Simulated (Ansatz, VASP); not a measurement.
# PtSe2: VASP beside Ansatz

```
Pt Se
1.0
     3.76449    0.00000    0.00000
    -1.88224    3.26014    0.00000
     0.00000    0.00000    4.86434
Pt Se
1 2
Direct
  0.00000 0.00000 0.00000
  0.33333 0.66667 0.26448
  0.66667 0.33333 0.73552
```

Alike in both runs: task relaxation of cell and atoms; functional PBE; dispersion D3(BJ); k mesh 15 × 15 × 10; occupations gaussian, width 0.1 eV; no spin polarisation.

|  | VASP | Ansatz |
| --- | --- | --- |
| version | VASP 6.6.1 | Ansatz 0.2.0 |
| potentials or method | VASP PAW PBE potentials, release 64 (Pt, Se), cutoff 600 eV | scalar-relativistic, plane waves, PAW |
| valence electrons in the cell | 22 | 50 |

VASP gave:

```
gap on the k mesh at the Fermi level, each at its own relaxed structure (eV) : none
relaxed volume (Å³/atom)                                                     : 19.78
relaxed length of the cell vector where the two differ most in proportion (Å)              : 4.818
```

Q: Estimate Ansatz's values.

A: gap on the k mesh at the Fermi level, each at its own relaxed structure (eV): none; relaxed volume (Å³/atom): 19.80; relaxed length of the cell vector where the two differ most in proportion (Å): 4.822.

A gap of «none» marks a metal or a gap that the smearing closes. VASP's potentials hold 22 valence electrons a cell and Ansatz's 50, so a difference there can come from the potentials and not from the codes.

Spin-orbit coupling is off throughout.
